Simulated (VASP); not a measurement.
# B2P3 (P-3m1) in VASP: further runs

The runs below take B2P3 through relaxation of cell and atoms, single point, with PBE.

All numbers are computed with VASP 6.6.1; they aren't measurements. Logs are shortened: lines on timing, memory, paths and dates and some standing lists are left out, and cuts for length are marked.

### 1 The cell of the first run

Symmetry: P-3m1, No. 164, trigonal system. The conventional cell has a = 3.720 Å, b = 3.720 Å, c = 5.784 Å, α = 90.00°, β = 90.00°, γ = 120.00°. Within 3.0 Å of B (site symmetry 3m) lie 7 P at 2.24 to 2.58 Å. Within 3.0 Å of P (site symmetry 3m) lie 4 B at 2.24 to 2.31 Å and 6 P at 2.73 to 2.97 Å. Within 3.4 Å of P (site symmetry -3m) lie 6 B at 2.58 Å and 6 P at 2.97 Å.

The cell was built from a structure type or drawn by symmetry, and may not be a known phase.

### 2 Relaxation of cell and atoms, PBE

INCAR reads:

```
SYSTEM = B2P3
  ALGO = Normal
  EDIFF = 1E-6
  EDIFFG = -0.04
  ENCUT = 600
  GGA = PE
  IBRION = 2
  ISIF = 3
  ISMEAR = 0
  LASPH = .TRUE.
  LCHARG = .FALSE.
  LREAL = .FALSE.
  LWAVE = .FALSE.
  NELM = 60
  NSW = 90
  PREC = Accurate
  SIGMA = 0.1
```

KPOINTS reads:

```
k-points
0
G
  6 6 4
  0 0 0
```

POSCAR reads:

```
B2P3
1.0
    3.7195449600      0.0000000000      0.0000000000
   -1.8597724800      3.2212204300      0.0000000000
    0.0000000000      0.0000000000      5.7835083900
B P
2 3
Direct
    0.6666666700      0.3333333300      0.7537643300
    0.3333333300      0.6666666700      0.2462356700
    0.6666666700      0.3333333300      0.3541093500
    0.3333333300      0.6666666700      0.6458906500
    0.0000000000      0.0000000000      0.0000000000
```

Potentials or basis: VASP PAW PBE potentials, release 64 (B, P).

Run with:

```
> cat potpaw_PBE.64/B/POTCAR potpaw_PBE.64/P/POTCAR > POTCAR
> mpirun -np 1 vasp_std > vasp.out
```

OUTCAR:

```text
SYSTEM = B2P3
   EDIFF = 1E-6
   EDIFFG = -0.04
   ENCUT = 600
   GGA = PE
   IBRION = 2
   ISIF = 3
   ISMEAR = 0
   LASPH = .TRUE.
   LREAL = .FALSE.
   NELM = 60
   NSW = 90
   PREC = Accurate

 ion  position               nearest neighbor table
   1  0.667  0.333  0.754-   4 2.24   4 2.24   4 2.24   3 2.31
   2  0.333  0.667  0.246-   3 2.24   3 2.24   3 2.24   4 2.31
   3  0.667  0.333  0.354-   2 2.24   2 2.24   2 2.24   1 2.31   4 2.73   4 2.73   4 2.73
   4  0.333  0.667  0.646-   1 2.24   1 2.24   1 2.24   2 2.31   3 2.73   3 2.73   3 2.73
   5  0.000  0.000  0.000-

  LATTYP: Found a hexagonal cell.
 ALAT       =     3.7195449600
 C/A-ratio  =     1.5548967554

  Lattice vectors:

 A1 = (   3.7195449600,   0.0000000000,   0.0000000000)
 A2 = (  -1.8597724800,   3.2212204300,   0.0000000000)
 A3 = (   0.0000000000,   0.0000000000,   5.7835083900)

Analysis of symmetry for initial positions (statically):
=====================================================================
 Subroutine PRICEL returns:
 Original cell was already a primitive cell.

 Routine SETGRP: Setting up the symmetry group for a
 hexagonal supercell.

 Subroutine GETGRP returns: Found 12 space group operations
 (whereof 12 operations were pure point group operations)
 out of a pool of 24 trial point group operations.

The static configuration has the point symmetry D_3d.

Analysis of symmetry for dynamics (positions and initial velocities):
=====================================================================
 Subroutine PRICEL returns:
 Original cell was already a primitive cell.

 Routine SETGRP: Setting up the symmetry group for a
 hexagonal supercell.

 Subroutine GETGRP returns: Found 12 space group operations
 (whereof 12 operations were pure point group operations)
 out of a pool of 24 trial point group operations.

The dynamic configuration has the point symmetry D_3d.

 Subroutine INISYM returns: Found 12 space group operations
 (whereof 12 operations are pure point group operations),
 and found     1 'primitive' translations

----------------------------------------------------------------------------------------

                                     Primitive cell

  volume of cell :      69.2950

  direct lattice vectors                    reciprocal lattice vectors
     3.719544960  0.000000000  0.000000000     0.268850091  0.155220672  0.000000000
    -1.859772480  3.221220430  0.000000000     0.000000000  0.310441344  0.000000000
     0.000000000  0.000000000  5.783508390     0.000000000  0.000000000  0.172905429

  length of vectors
     3.719544960  3.719544964  5.783508390     0.310441344  0.310441344  0.172905429

  position of ions in fractional coordinates (direct lattice)
     0.666666670  0.333333330  0.753764330
     0.333333330  0.666666670  0.246235670
     0.666666670  0.333333330  0.354109350
     0.333333330  0.666666670  0.645890650
     0.000000000  0.000000000  0.000000000

  ion indices of the primitive-cell ions
   primitive index   ion index
                 1           1
                 2           2
                 3           3
                 4           4
                 5           5

----------------------------------------------------------------------------------------

 KPOINTS: k-points

Automatic generation of k-mesh.
 Grid dimensions read from file:
 generate k-points for:    6    6    4

 Generating k-lattice:

  Cartesian coordinates                     Fractional coordinates (reciprocal lattice)
     0.044808348  0.025870112  0.000000000     0.166666667  0.000000000  0.000000000
     0.000000000  0.051740224  0.000000000     0.000000000  0.166666667  0.000000000
     0.000000000  0.000000000  0.043226357     0.000000000  0.000000000  0.250000000

  Length of vectors
     0.051740224  0.051740224  0.043226357

  Shift w.r.t. Gamma in fractional coordinates (k-lattice)
     0.000000000  0.000000000  0.000000000

 Subroutine IBZKPT returns following result:
 ===========================================

 Found     24 irreducible k-points:

[... 45 lines left out ...]

  FORCE on cell =-STRESS in cart. coord.  units (eV):
  Direction    XX          YY          ZZ          XY          YZ          ZX
  --------------------------------------------------------------------------------------
  -------------------------------------------------------------------------------------
  Total       -7.1219985     -7.1219985     -4.6997480     -0.0000000      0.0000000      0.0000000
  in kB     -164.6686142   -164.6686146   -108.6634588     -0.0000000      0.0000000      0.0000000
  external PRESSURE =    -146.0002292 kB  Pullay stress =       0.0000000 kB
[... 98 lines left out ...]
  FREE ENERGIE OF THE ION-ELECTRON SYSTEM (eV)
  ---------------------------------------------------
  free  energy   TOTEN  =       -25.1069624471 eV

  energy  without entropy=      -25.0994861640  energy(sigma->0) =      -25.10322431

 E-fermi :   5.6084     XC(G=0):  -9.9961

 val. band max:        5.5488374533   @ k =   0.3333  -0.0000   0.5000
 cond. band min:       5.6644621127   @ k =   0.3333   0.1667   0.2500
 fundamental gap:      0.1156246594
 Fermi energy:         5.6083697640

 k-point     1 :       0.0000    0.0000    0.0000
  band No.  band energies     occupation
      1      -9.3319      2.00000
      2      -8.9552      2.00000
      3      -5.5475      2.00000
      4       0.1089      2.00000
      5       0.6502      2.00000
      6       3.2696      2.00000
      7       3.2696      2.00000
      8       3.3561      2.00000
      9       3.3561      2.00000
     10       6.3762      0.00000
     11       8.2535      0.00000
     12       8.2535      0.00000
     13       9.5801      0.00000
     14       9.5801      0.00000
[... 375 lines left out ...]
 k-point    24 :       0.3333    0.3333    0.5000
  band No.  band energies     occupation
      1      -5.4694      2.00000
      2      -5.4694      2.00000
      3      -3.2078      2.00000
      4      -3.1392      2.00000
      5      -3.1392      2.00000
      6      -1.7475      2.00000
      7      -0.9186      2.00000
      8       2.5269      2.00000
      9       2.5269      2.00000
     10       4.4545      2.00000
     11       4.4545      2.00000
     12       5.1525      2.00000
     13       7.0946      0.00000
     14       7.0946      0.00000

[... ionic steps 4 to 56 ...]

--------------------------------------- Ionic step       57  -------------------------------------------

 number of electron      21.0000000 magnetization

------------------------ aborting loop because EDIFF is reached ----------------------------------------

  FORCE on cell =-STRESS in cart. coord.  units (eV):
  Direction    XX          YY          ZZ          XY          YZ          ZX
  --------------------------------------------------------------------------------------
  -------------------------------------------------------------------------------------
  Total        0.2966615      0.2966615      0.2060645      0.0000000     -0.0000000      0.0000000
  in kB        7.1916249      7.1916249      4.9953847      0.0000000     -0.0000000      0.0000000
  external PRESSURE =       6.4595448 kB  Pullay stress =       0.0000000 kB
[... 63 lines left out ...]
  energy  without entropy=      -27.2382740888  energy(sigma->0) =      -27.24334190

--------------------------------------- Ionic step       59  -------------------------------------------

 number of electron      21.0000000 magnetization

 Free energy of the ion-electron system (eV)
  ---------------------------------------------------
  ext. energy  EPLUGINS =         0.00000000
  ---------------------------------------------------
  free energy    TOTEN  =       -27.24878311 eV

  energy without entropy =      -27.23867813  energy(sigma->0) =      -27.24373062

 E-fermi :   7.4353     XC(G=0): -10.7610

 val. band max:        7.2997716396   @ k =   0.5000   0.0000   0.2500
 cond. band min:       7.4689567485   @ k =   0.1667   0.1667   0.2500
 fundamental gap:      0.1691851090
 Fermi energy:         7.4353241184

 k-point     1 :       0.0000    0.0000    0.0000
  band No.  band energies     occupation
      1      -8.4894      2.00000
      2      -6.9736      2.00000
      3      -4.4392      2.00000
      4       1.0965      2.00000
      5       2.4948      2.00000
      6       4.9318      2.00000
      7       4.9318      2.00000
      8       5.9844      2.00000
      9       5.9844      2.00000
     10       9.7468      0.00000
     11       9.7468      0.00000
     12      10.0420      0.00000
     13      10.8006      0.00000
     14      11.4073      0.00000
[... 421 lines left out ...]
  FREE ENERGIE OF THE ION-ELECTRON SYSTEM (eV)
  ---------------------------------------------------
  free  energy   TOTEN  =       -27.2487831074 eV

  energy  without entropy=      -27.2386781313  energy(sigma->0) =      -27.24373062

 reached required accuracy - stopping structural energy minimisation
```

Wall time 7.1 min (1 thread of Intel Xeon 6975P-C (Granite Rapids), shared host); peak memory 0.21 GiB.

Results:

- Free energy: -27.2488 eV
- Relaxed volume: 13.30 Å³/atom
- Relaxed cell: a = 3.155 Å, b = 3.155 Å, c = 7.714 Å, α = 90.00°, β = 90.00°, γ = 120.00°
- Space group after relaxing (to 0.1 Å): P-3m1 (No. 164)
- Energy gained by relaxing: 562.7 meV/atom
- Ionic steps: 59
- Pressure after relaxing: 0.1 GPa
- Largest force after relaxing: 0.028 eV/Å
- Band gap on the k mesh: zero (an odd number of electrons rules out a gap without spin polarisation)

Forces on the atoms (eV/Å):
```
B    0.000  0.000 -0.028
B    0.000  0.000  0.028
P    0.000  0.000  0.013
P    0.000  0.000 -0.013
P    0.000  0.000  0.000
```

The path:
| step | energy change (eV) | largest force (eV/Å) | pressure (GPa) | volume (Å³) |
| --- | --- | --- | --- | --- |
| 1 | 0.0000 | 0.7484 | -14.60 | 69.29 |
| 3 | -0.6719 | 0.5346 | 1.61 | 57.95 |
| 5 | -1.3114 | 0.6749 | 8.18 | 57.21 |
| 7 | -1.5518 | 0.2936 | 21.04 | 56.05 |
| 9 | -1.6079 | 0.3145 | 18.42 | 56.48 |
| 11 | -1.8401 | 0.6819 | 19.47 | 58.49 |
| 13 | -2.1927 | 0.4148 | 14.55 | 63.24 |
| 15 | -2.5302 | 0.2563 | -1.47 | 72.50 |
| 17 | -2.6179 | 0.3168 | -1.20 | 74.44 |
| 19 | -2.6834 | 0.1889 | 0.13 | 76.51 |
| 21 | -2.6876 | 0.1704 | 0.46 | 76.09 |
| 23 | -2.7052 | 0.1067 | -0.19 | 74.82 |
| 25 | -2.7115 | 0.1009 | 1.08 | 74.11 |
| 27 | -2.7178 | 0.0766 | 0.16 | 74.53 |
| 29 | -2.7187 | 0.0826 | -0.40 | 74.67 |
| 31 | -2.7203 | 0.0941 | -0.22 | 74.38 |
| 33 | -2.7231 | 0.1143 | 0.34 | 73.85 |
| 35 | -2.7268 | 0.1225 | 1.08 | 73.61 |
| 37 | -2.7329 | 0.1177 | 0.64 | 73.90 |
| 39 | -2.7348 | 0.1753 | -1.61 | 75.04 |
| 41 | -2.7402 | 0.0952 | -0.59 | 74.56 |
| 43 | -2.7468 | 0.1476 | -0.88 | 74.12 |
| 45 | -2.7494 | 0.2093 | -1.24 | 73.73 |
| 47 | -2.7661 | 0.2081 | 0.18 | 71.58 |
| 49 | -2.7710 | 0.1913 | 1.61 | 69.62 |
| 51 | -2.7863 | 0.1918 | 1.10 | 68.41 |
| 53 | -2.4987 | 1.1021 | 3.26 | 62.88 |
| 55 | -2.7682 | 0.3139 | 1.06 | 64.67 |
| 57 | -2.8134 | 0.0387 | 0.65 | 66.09 |
| 59 | -2.8137 | 0.0282 | 0.13 | 66.51 |

Final structure:
```
B P
1.0
     3.15528    0.00000    0.00000
    -1.57764    2.73256    0.00000
     0.00000    0.00000    7.71399
B P
2 3
Direct
  0.66667 0.33333 0.62787
  0.33333 0.66667 0.37213
  0.66667 0.33333 0.30541
  0.33333 0.66667 0.69459
  0.00000 0.00000 0.00000
```

Levels at points of the mesh, in eV from the Fermi level:
| k point | band 7 | band 8 | band 9 | band 10 | band 11 | band 12 | band 13 | band 14 |
| --- | --- | --- | --- | --- | --- | --- | --- | --- |
| (0.00, 0.00, 0.00) | -2.50 | -1.45 | -1.45 | 2.31 | 2.31 | 2.61 | 3.37 | 3.97 |
| (0.50, 0.00, 0.00) | -4.78 | -3.60 | -2.13 | -1.99 | -1.32 | 0.07 | 0.92 | 1.30 |
| (0.00, 0.00, 0.50) | -1.46 | -1.46 | -1.39 | -1.06 | 2.47 | 2.47 | 3.25 | 3.37 |
| (0.50, 0.00, 0.50) | -4.75 | -4.57 | -3.67 | -3.06 | 0.67 | 1.08 | 1.33 | 1.70 |

Caveat: a cell axis changed by over 15 % at a fixed basis, so the end point is rough.

(Continued in part 2 of 2.)
